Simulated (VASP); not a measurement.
# CaF2 (Fm-3m) in VASP: notebook

Runs on CaF2. Level: LDA. Tasks: relaxation of cell and atoms.

Program: VASP 6.6.1. These are calculated values, not measurements. Logs are shortened: lines on timing, memory, paths and dates and some standing lists are left out, and cuts for length are marked.

### Step 1. The cell of the first run

The structure is cubic, space group Fm-3m (No. 225). The conventional cell has a = 5.326 Å, b = 5.326 Å, c = 5.326 Å, α = 90.00°, β = 90.00°, γ = 90.00°. Within 3.0 Å of Ca (site symmetry m-3m) lie 8 F at 2.31 Å. F (site symmetry -43m) has 4 Ca at 2.31 Å and 6 F at 2.66 Å within 3.0 Å.

### Step 2. Relaxation of cell and atoms, LDA, target pressure 7 GPa, at which the enthalpy is minimised

INCAR

```
ALGO     = Normal         # electronic algorithm
EDIFF    = 1E-7           # SCF threshold, eV
EDIFFG   = -0.002         # ionic threshold
ENCUT    = 600            # plane-wave cutoff, eV
GGA_COMPAT= False        
IBRION   = 2              # ionic algorithm
ISIF     = 3              # what is computed and relaxed
ISMEAR   = 0              # smearing method
LASPH    = True           # aspherical terms in the spheres
LCHARG   = False          # write CHGCAR
LREAL    = False          # projectors in reciprocal space
LWAVE    = False          # write WAVECAR
NELM     = 120            # most SCF steps
NELMIN   = 4            
NSW      = 100            # ionic steps
PREC     = Accurate       # precision mode
PSTRESS  = 70.0         
SIGMA    = 0.01           # smearing width, eV
```

KPOINTS

```
k-points
0
Gamma
  6 6 6
```

POSCAR

```
CaF2
1.0
    0.0000000000      2.6630867131      2.6630867131
    2.6630867131      0.0000000000      2.6630867131
    2.6630867131      2.6630867131      0.0000000000
Ca F
1 2
Direct
    0.0000000000      0.0000000000      0.0000000000
    0.2500000000      0.2500000000      0.2500000000
    0.7500000000      0.7500000000      0.7500000000
```

Potentials or basis: VASP PAW LDA potentials, release 64 (Ca_sv, F).

The run is started by

```
$ cat potpaw_LDA.64/Ca_sv/POTCAR potpaw_LDA.64/F/POTCAR > POTCAR
$ mpirun -np 1 vasp_std > vasp.out
```

OUTCAR:

```text
EDIFF = 1E-7
   EDIFFG = -0.002
   ENCUT = 600
   IBRION = 2
   ISIF = 3
   ISMEAR = 0
   LASPH = True
   LREAL = False
   NELM = 120
   NELMIN = 4
   NSW = 100
   PREC = Accurate
   PSTRESS = 70.0

 ion  position               nearest neighbor table
   1  0.000  0.000  0.000-   3 2.31   3 2.31   3 2.31   2 2.31   2 2.31   2 2.31   3 2.31   2 2.31

   2  0.250  0.250  0.250-   1 2.31   1 2.31   1 2.31   1 2.31
   3  0.750  0.750  0.750-   1 2.31   1 2.31   1 2.31   1 2.31

  LATTYP: Found a face centered cubic cell.
 ALAT       =     5.3261734262

  Lattice vectors:

 A1 = (   0.0000000000,   2.6630867131,   2.6630867131)
 A2 = (   2.6630867131,   0.0000000000,   2.6630867131)
 A3 = (   2.6630867131,   2.6630867131,   0.0000000000)

Analysis of symmetry for initial positions (statically):
=====================================================================
 Subroutine PRICEL returns:
 Original cell was already a primitive cell.

 Routine SETGRP: Setting up the symmetry group for a
 face centered cubic supercell.

 Subroutine GETGRP returns: Found 48 space group operations
 (whereof 48 operations were pure point group operations)
 out of a pool of 48 trial point group operations.

The static configuration has the point symmetry O_h .

Analysis of symmetry for dynamics (positions and initial velocities):
=====================================================================
 Subroutine PRICEL returns:
 Original cell was already a primitive cell.

 Routine SETGRP: Setting up the symmetry group for a
 face centered cubic supercell.

 Subroutine GETGRP returns: Found 48 space group operations
 (whereof 48 operations were pure point group operations)
 out of a pool of 48 trial point group operations.

The dynamic configuration has the point symmetry O_h .

 Subroutine INISYM returns: Found 48 space group operations
 (whereof 48 operations are pure point group operations),
 and found     1 'primitive' translations

----------------------------------------------------------------------------------------

                                     Primitive cell

  volume of cell :      37.7734

  direct lattice vectors                    reciprocal lattice vectors
     0.000000000  2.663086713  2.663086713    -0.187752054  0.187752054  0.187752054
     2.663086713  0.000000000  2.663086713     0.187752054 -0.187752054  0.187752054
     2.663086713  2.663086713  0.000000000     0.187752054  0.187752054 -0.187752054

[... 63 lines left out ...]
   ions per type =               1   2
   NGX,Y,Z   is equivalent  to a cutoff of  13.24, 13.24, 13.24 a.u.
   NGXF,Y,Z  is equivalent  to a cutoff of  26.49, 26.49, 26.49 a.u.
 SYSTEM =  unknown system
   PREC   = accura    normal or accurate (medium, high low for compatibility)
   ISTART =      0    job   : 0-new  1-cont  2-samecut
   ICHARG =      2    charge: 1-file 2-atom 10-const
   ISPIN  =      1    spin polarized calculation?
   LNONCOLLINEAR =      F non collinear calculations
   LSORBIT =      F    spin-orbit coupling
   LASPH  =      T    aspherical Exc in radial PAW
   ENCUT  =  600.0 eV  44.10 Ry    6.64 a.u.   7.52  7.52  7.52*2*pi/ulx,y,z
   NELM   =    120;   NELMIN=  4; NELMDL= -5     # of ELM steps
   EDIFF  = 0.1E-06   stopping-criterion for ELM
   LREAL  =      F    real-space projection
   EDIFFG = -.2E-02   stopping-criterion for IOM
   NSW    =    100    number of steps for IOM
   IBRION =      2    ionic relax: 0-MD 1-quasi-New 2-CG
   NFREE  =      1    steps in history (QN), initial steepest desc. (CG)
   ISIF   =      3    stress and relaxation
   ISYM   =      2    0-nonsym 1-usesym 2-fastsym
   POTIM  = 0.5000    time-step for ionic-motion
   TEBEG  =    0.0;   TEEND  =   0.0 temperature during run
   PSTRESS=   70.0 pullay stress
   NELECT =      24.0000    total number of electrons
   NUPDOWN=      -1.0000    fix difference up-down
   EMIN   =  10.00;   EMAX   =-10.00  energy-range for DOS
   EFERMI =   0.00;   METHOD = LEGACY
   ISMEAR =     0;   SIGMA  =   0.01  broadening in eV -4-tet -1-fermi 0-gaus
   EFERMI_NEDOS =   21; number of points for ismear=-14 and -15
   IALGO  =     38    algorithm
   IMIX   =      4    mixing-type and parameters
     AMIX     =   0.40;   BMIX     =  1.00
     AMIX_MAG =   1.60;   BMIX_MAG =  1.00
  volume/ion in A,a.u.               =      12.59        84.97
  Fermi-wavevector in a.u.,A,eV,Ry     =   1.407397  2.659595 26.949960  1.980766
  Thomas-Fermi vector in A             =   2.529660
   LORBIT       =      0    0 simple, 1 ext, 2 COOP (PROOUT), +10 PAW based schemes
   GGA     = CA    functional components
   LHFCALC =     F    Hartree Fock is set to
   AEXX    =    0.0000 exact exchange contribution
   IVDW    =     0    specifies the selected vdW correction
   LEPSILON=     F    determine dielectric tensor
   LRPA    =     F    only Hartree local field effects (RPA)
 conjugate gradient relaxation of ions
 non-spin polarized calculation
 Gauss-broadening in eV      SIGMA  =   0.01
  energy-cutoff  :      600.00
  volume of cell :       37.77
 maximum number of plane-waves:      1283
   NGX = 15   NGY = 15   NGZ = 15

--------------------------------------- Ionic step        1  -------------------------------------------

 number of electron      23.9999999 magnetization

 Free energy of the ion-electron system (eV)
  ---------------------------------------------------
  ext. energy  EPLUGINS =         0.00000000
  ---------------------------------------------------
  free energy    TOTEN  =       -19.01102153 eV

  energy without entropy =      -19.01102153  energy(sigma->0) =      -19.01102153

------------------------ aborting loop because EDIFF is reached ----------------------------------------

  FORCE on cell =-STRESS in cart. coord.  units (eV):
  Direction    XX          YY          ZZ          XY          YZ          ZX
  --------------------------------------------------------------------------------------
  -------------------------------------------------------------------------------------
  Total        0.1138441      0.1138441      0.1138441      0.0000000      0.0000000      0.0000000
  in kB        4.8287550      4.8287550      4.8287550      0.0000000      0.0000000      0.0000000
  external PRESSURE =     -65.1712450 kB  Pullay stress =      70.0000000 kB
[... 65 lines left out ...]
--------------------------------------- Ionic step        3  -------------------------------------------

 number of electron      24.0000020 magnetization

 Free energy of the ion-electron system (eV)
  ---------------------------------------------------
  ext. energy  EPLUGINS =         0.00000000
  ---------------------------------------------------
  free energy    TOTEN  =       -18.96543076 eV

  energy without entropy =      -18.96543076  energy(sigma->0) =      -18.96543076

 E-fermi :  -0.4388     XC(G=0): -11.0444

 val. band max:       -0.5886404335   @ k =   0.5000   0.5000   0.0000
 cond. band min:       7.1186821339   @ k =   0.0000   0.0000   0.0000
 fundamental gap:      7.7073225673
 Fermi energy:        -0.4388421898

 k-point     1 :       0.0000    0.0000    0.0000
  band No.  band energies     occupation
      1     -35.4444      2.00000
      2     -20.4597      2.00000
      3     -19.4230      2.00000
      4     -16.6728      2.00000
      5     -16.6728      2.00000
      6     -16.6728      2.00000
[... 327 lines left out ...]
  energy  without entropy=      -18.9654307591  energy(sigma->0) =      -18.96543076

  enthalpy is  TOTEN    =       -17.4045174091 eV   P V=        1.5609133501

 reached required accuracy - stopping structural energy minimisation
```

Run time: 34 s. Hardware: 1 thread of Intel Xeon 8259CL, shared host; peak memory 0.16 GiB.

What came out:

| Quantity | Value |
| --- | --- |
| Free energy | -18.9654 eV |
| Relaxed volume | 11.91 Å³/atom |
| Relaxed cell | a = 3.697 Å, b = 3.697 Å, c = 3.697 Å, α = 60.00°, β = 60.00°, γ = 60.00° |
| Space group after relaxing (to 0.1 Å) | Fm-3m (No. 225) |
| Energy change on relaxing (the run minimises the enthalpy) | +15.2 meV/atom |
| Ionic steps | 3 |
| Pressure after relaxing | 7.0 GPa |
| Band gap on the k mesh | 7.71 eV (least direct gap 7.99 eV) |

Step by step:
| step | energy change (eV) | largest force (eV/Å) | pressure (GPa) | volume (Å³) |
| --- | --- | --- | --- | --- |
| 1 | 0.0000 | 0.0000 | 0.48 | 37.77 |
| 2 | 0.0812 | 0.0000 | 9.70 | 35.04 |
| 3 | 0.0456 | 0.0000 | 7.02 | 35.73 |

Final structure:
```
CELL_PARAMETERS angstrom
0.00000 2.61409 2.61409
2.61409 0.00000 2.61409
2.61409 2.61409 0.00000
ATOMIC_POSITIONS crystal
Ca 0.00000 0.00000 0.00000
F 0.25000 0.25000 0.25000
F 0.75000 0.75000 0.75000
```

Caveat: the cell is relaxed towards a set pressure, so the run minimises the enthalpy, not the energy. Zero-point motion and thermal expansion aren't in these numbers.

(Continued in part 2 of 2.)
